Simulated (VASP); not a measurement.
# Sn (Fd-3m) in VASP: a series of runs

Aim: see how the results for Sn move with the level of theory and the settings. Levels: PBE, r2SCAN. Tasks: single point.

Program: VASP 6.6.1. These are calculated values, not measurements. Logs are shortened: lines on timing, memory, paths and dates and some standing lists are left out, and cuts for length are marked.

**1. The cell of the first run**

Symmetry: Fd-3m, No. 227, cubic system. Conventional cell: a = 6.657 Å, b = 6.657 Å, c = 6.657 Å, α = 90.00°, β = 90.00°, γ = 90.00°. Sn (site symmetry -43m) has 4 Sn at 2.88 Å within 3.8 Å.

**2. Single point, PBE**

INCAR reads:

```
SYSTEM = Sn
PREC = Accurate
ENCUT = 520
EDIFF = 1E-7
ISMEAR = -1
SIGMA = 0.05
LREAL = .FALSE.
LASPH = .TRUE.
NELM = 100
ALGO = Normal
ISIF = 2
LWAVE = .FALSE.
LCHARG = .FALSE.
GGA = PE
NBANDS = 21
```

KPOINTS reads:

```
Automatic mesh
0
G
  10 10 10
  0 0 0
```

POSCAR reads:

```
Sn
1.0
    0.0000000000      3.3285909051      3.3285909051
    3.3285909051      0.0000000000      3.3285909051
    3.3285909051      3.3285909051      0.0000000000
Sn
2
Direct
    0.0000000000      0.0000000000      0.0000000000
    0.2500000000      0.2500000000      0.2500000000
```

Potentials or basis: VASP PAW PBE potentials, release 64 (Sn_d).

Command:

```console
$ cat potpaw_PBE.64/Sn_d/POTCAR > POTCAR
$ mpirun -np 1 vasp_std > vasp.out
```

OUTCAR:

```text
SYSTEM = Sn
   PREC = Accurate
   ENCUT = 520
   EDIFF = 1E-7
   ISMEAR = -1
   LREAL = .FALSE.
   LASPH = .TRUE.
   NELM = 100
   ISIF = 2
   GGA = PE

 ion  position               nearest neighbor table
   1  0.000  0.000  0.000-   2 2.88   2 2.88   2 2.88   2 2.88
   2  0.250  0.250  0.250-   1 2.88   1 2.88   1 2.88   1 2.88

  LATTYP: Found a face centered cubic cell.
 ALAT       =     6.6571818102

  Lattice vectors:

 A1 = (   0.0000000000,   3.3285909051,   3.3285909051)
 A2 = (   3.3285909051,   0.0000000000,   3.3285909051)
 A3 = (   3.3285909051,   3.3285909051,   0.0000000000)

Analysis of symmetry for initial positions (statically):
=====================================================================
 Subroutine PRICEL returns:
 Original cell was already a primitive cell.

 Routine SETGRP: Setting up the symmetry group for a
 face centered cubic supercell.

 Subroutine GETGRP returns: Found 48 space group operations
 (whereof 24 operations were pure point group operations)
 out of a pool of 48 trial point group operations.

The static configuration has the point symmetry T_d .
 The point group associated with its full space group is O_h .

Analysis of symmetry for dynamics (positions and initial velocities):
=====================================================================
 Subroutine PRICEL returns:
 Original cell was already a primitive cell.

 Routine SETGRP: Setting up the symmetry group for a
 face centered cubic supercell.

 Subroutine GETGRP returns: Found 48 space group operations
 (whereof 24 operations were pure point group operations)
 out of a pool of 48 trial point group operations.

The dynamic configuration has the point symmetry T_d .
 The point group associated with its full space group is O_h .

 Subroutine INISYM returns: Found 48 space group operations
 (whereof 24 operations are pure point group operations),
 and found     1 'primitive' translations

----------------------------------------------------------------------------------------

                                     Primitive cell

  volume of cell :      73.7584

  direct lattice vectors                    reciprocal lattice vectors
     0.000000000  3.328590905  3.328590905    -0.150213713  0.150213713  0.150213713
     3.328590905  0.000000000  3.328590905     0.150213713 -0.150213713  0.150213713
[... 80 lines left out ...]
   LNONCOLLINEAR =      F non collinear calculations
   LSORBIT =      F    spin-orbit coupling
   LASPH  =      T    aspherical Exc in radial PAW
   ENCUT  =  520.0 eV  38.22 Ry    6.18 a.u.   8.75  8.75  8.75*2*pi/ulx,y,z
   NELM   =    100;   NELMIN=  2; NELMDL= -5     # of ELM steps
   EDIFF  = 0.1E-06   stopping-criterion for ELM
   LREAL  =      F    real-space projection
   EDIFFG = 0.1E-05   stopping-criterion for IOM
   NSW    =      0    number of steps for IOM
   IBRION =     -1    ionic relax: 0-MD 1-quasi-New 2-CG
   NFREE  =      0    steps in history (QN), initial steepest desc. (CG)
   ISIF   =      2    stress and relaxation
   ISYM   =      2    0-nonsym 1-usesym 2-fastsym
   POTIM  = 0.5000    time-step for ionic-motion
   TEBEG  =    0.0;   TEEND  =   0.0 temperature during run
   PSTRESS=    0.0 pullay stress
   NELECT =      28.0000    total number of electrons
   NUPDOWN=      -1.0000    fix difference up-down
   EMIN   =  10.00;   EMAX   =-10.00  energy-range for DOS
   EFERMI =   0.00;   METHOD = LEGACY
   ISMEAR =    -1;   SIGMA  =   0.05  broadening in eV -4-tet -1-fermi 0-gaus
   EFERMI_NEDOS =   21; number of points for ismear=-14 and -15
   IALGO  =     38    algorithm
   IMIX   =      4    mixing-type and parameters
     AMIX     =   0.40;   BMIX     =  1.00
     AMIX_MAG =   1.60;   BMIX_MAG =  1.00
  volume/ion in A,a.u.               =      36.88       248.87
  Fermi-wavevector in a.u.,A,eV,Ry     =   1.185379  2.240041 19.117852  1.405122
  Thomas-Fermi vector in A             =   2.321574
   LORBIT       =      0    0 simple, 1 ext, 2 COOP (PROOUT), +10 PAW based schemes
   GGA     = PE    functional components
   LHFCALC =     F    Hartree Fock is set to
   AEXX    =    0.0000 exact exchange contribution
   IVDW    =     0    specifies the selected vdW correction
   LEPSILON=     F    determine dielectric tensor
   LRPA    =     F    only Hartree local field effects (RPA)
 non-spin polarized calculation
  energy-cutoff  :      520.00
  volume of cell :       73.76
 maximum number of plane-waves:      2012
   NGX = 17   NGY = 17   NGZ = 17

 number of electron      28.0000008 magnetization

 Free energy of the ion-electron system (eV)
  ---------------------------------------------------
  ext. energy  EPLUGINS =         0.00000000
  ---------------------------------------------------
  free energy    TOTEN  =        -7.69191773 eV

  energy without entropy =       -7.68934158  energy(sigma->0) =       -7.69062965

 E-fermi :   4.8168     XC(G=0):  -8.5461

 val. band max:        4.7784502687   @ k =   0.4000   0.0000   0.0000
 cond. band min:       4.9498583837   @ k =   0.0000   0.0000   0.0000
 fundamental gap:      0.1714081151
 Fermi energy:         4.8167946754

 k-point     1 :       0.0000    0.0000    0.0000
  band No.  band energies     occupation
      1     -16.6872      2.00000
      2     -16.6872      2.00000
      3     -16.6872      2.00000
      4     -16.6375      2.00000
      5     -16.6375      2.00000
      6     -16.3858      2.00000
[... 565 lines left out ...]
     20      13.8201      0.00000
     21      14.0547      0.00000

 [... further k-points ...]

------------------------ aborting loop because EDIFF is reached ----------------------------------------

  FORCE on cell =-STRESS in cart. coord.  units (eV):
  Direction    XX          YY          ZZ          XY          YZ          ZX
  --------------------------------------------------------------------------------------
  -------------------------------------------------------------------------------------
  Total       -0.0277246     -0.0277246     -0.0277246      0.0000000      0.0000000     -0.0000000
  in kB       -0.6022339     -0.6022339     -0.6022339      0.0000000      0.0000000     -0.0000000
  external PRESSURE =      -0.6022339 kB  Pullay stress =       0.0000000 kB

 VOLUME and BASIS-vectors are now :
 -----------------------------------------------------------------------------
  energy-cutoff  :      520.00
  volume of cell :       73.76
      direct lattice vectors                 reciprocal lattice vectors
     0.000000000  3.328590905  3.328590905    -0.150213713  0.150213713  0.150213713
     3.328590905  0.000000000  3.328590905     0.150213713 -0.150213713  0.150213713
     3.328590905  3.328590905  0.000000000     0.150213713  0.150213713 -0.150213713

 POSITION                                       TOTAL-FORCE (eV/Angst)
 -----------------------------------------------------------------------------------
      0.00000      0.00000      0.00000         0.000000      0.000000      0.000000
      1.66430      1.66430      1.66430        -0.000000     -0.000000     -0.000000
 -----------------------------------------------------------------------------------
    total drift:                                0.000000      0.000000      0.000000

  FREE ENERGIE OF THE ION-ELECTRON SYSTEM (eV)
  ---------------------------------------------------
  free  energy   TOTEN  =        -7.6919177306 eV

  energy  without entropy=       -7.6893415758  energy(sigma->0) =       -7.69062965
```

OSZICAR:

```text
N       E                     dE             d eps       ncg     rms          rms(c)
DAV:   1     0.224549554433E+03    0.22455E+03   -0.14612E+04  2009   0.186E+03
DAV:   2     0.166581399827E+02   -0.20789E+03   -0.20388E+03  1989   0.442E+02
DAV:   3    -0.691789563337E+01   -0.23576E+02   -0.23467E+02  2299   0.138E+02
DAV:   4    -0.770280025158E+01   -0.78490E+00   -0.78464E+00  2224   0.283E+01
DAV:   5    -0.773524553275E+01   -0.32445E-01   -0.32445E-01  2905   0.535E+00    0.287E+00
DAV:   6    -0.770432047339E+01    0.30925E-01   -0.25496E-02  2627   0.200E+00    0.168E+00
DAV:   7    -0.768980075775E+01    0.14520E-01   -0.37915E-02  2144   0.206E+00    0.156E-01
DAV:   8    -0.769146865948E+01   -0.16679E-02   -0.52990E-03  2209   0.816E-01    0.494E-02
DAV:   9    -0.769188881581E+01   -0.42016E-03   -0.52333E-04  2175   0.147E-01    0.121E-02
DAV:  10    -0.769191253073E+01   -0.23715E-04   -0.39798E-05  2471   0.496E-02    0.598E-03
DAV:  11    -0.769191779327E+01   -0.52625E-05   -0.80533E-06  2157   0.176E-02    0.576E-04
DAV:  12    -0.769191773061E+01    0.62658E-07   -0.24496E-07  1988   0.433E-03
   1 F= -.76919177E+01 E0= -.76906297E+01  d E =-.257615E-02
```

Wall time 27 s (1 thread of AMD EPYC 9R45 (Zen 5), shared host); peak memory 0.19 GiB.

Results:

```
Free energy            : -7.6919 eV
Pressure               : -0.1 GPa
Band gap on the k mesh : zero (band 14 reaches 4.95 eV, above the bottom of band 15 at 4.72 eV)
```

Caveat: spin-orbit coupling is left out, which moves the levels of the heavy elements.

**3. Single point, r2SCAN**

This run uses another cell than the first one, of 35.42 Å³/atom, 0.960 times its volume.

POSCAR reads:

```
Sn
1.0
    0.0000000000      3.2841157112      3.2841157112
    3.2841157112      0.0000000000      3.2841157112
    3.2841157112      3.2841157112      0.0000000000
Sn
2
Direct
    0.0000000000      0.0000000000      0.0000000000
    0.2500000000      0.2500000000      0.2500000000
```

INCAR.step1 reads:

```
SYSTEM = Sn
PREC     = Accurate       ! precision mode
ENCUT    = 520            ! plane-wave cutoff, eV
ISMEAR   = -1             ! smearing method
SIGMA    = 0.05           ! smearing width, eV
LREAL    = .FALSE.        ! projectors in reciprocal space
LASPH    = .TRUE.         ! aspherical terms in the spheres
NELM     = 100            ! most SCF steps
NBANDS   = 21             ! bands
GGA      = PE             ! functional
ALGO     = Normal         ! electronic algorithm
EDIFF    = 1E-4           ! SCF threshold, eV
LWAVE    = .TRUE.         ! write WAVECAR
LCHARG   = .FALSE.        ! write CHGCAR
```

INCAR.step2 reads:

```
SYSTEM = Sn
PREC     = Accurate       ! precision mode
ENCUT    = 520            ! plane-wave cutoff, eV
EDIFF    = 1E-6           ! SCF threshold, eV
ISMEAR   = -1             ! smearing method
SIGMA    = 0.05           ! smearing width, eV
LREAL    = .FALSE.        ! projectors in reciprocal space
LASPH    = .TRUE.         ! aspherical terms in the spheres
NELM     = 100            ! most SCF steps
ALGO     = Normal         ! electronic algorithm
ISIF     = 2              ! what is computed and relaxed
LWAVE    = .FALSE.        ! write WAVECAR
LCHARG   = .TRUE.         ! write CHGCAR
METAGGA  = R2SCAN         ! meta-GGA
LMIXTAU  = .TRUE.       
LELF     = .TRUE.         ! ELF
LVHAR    = .TRUE.       
NBANDS   = 21             ! bands
ISTART   = 1
```

KPOINTS reads:

```
regular mesh
0
G
  10 10 10
  0 0 0
```

Potentials or basis: VASP PAW PBE potentials, release 64 (Sn_d).

Command:

```console
$ cat potpaw_PBE.64/Sn_d/POTCAR > POTCAR
$ cp INCAR.step1 INCAR
$ mpirun -np 1 vasp_std > vasp.out
$ cp INCAR.step2 INCAR
$ mpirun -np 1 vasp_std > vasp.out
```

It took 2.1 min on 1 thread of AMD EPYC 9R45 (Zen 5), shared host; peak memory 0.21 GiB.

The run converged. Its results:

| Item | Value |
| --- | --- |
| Free energy | -49.4940 eV |
| Pressure | -0.1 GPa |
| Band gap on the k mesh | zero (filled and empty bands touch) |

Levels at points of the mesh, in eV from the Fermi level:
| k point | band 12 | band 13 | band 14 | band 15 | band 16 | band 17 |
| --- | --- | --- | --- | --- | --- | --- |
| (0.00, 0.00, 0.00) | -0.61 | 0.01 | 0.01 | 0.01 | 2.23 | 2.23 |
| (0.50, 0.00, 0.00) | -6.45 | -1.20 | -1.20 | 0.07 | 3.36 | 3.36 |
| (0.50, 0.50, 0.00) | -7.72 | -2.55 | -2.55 | 0.96 | 0.96 | 7.93 |

Caveat: the PAW data sets were made with another functional, which shifts forces and pressure a little; spin-orbit coupling is left out, which moves the levels of the heavy elements.
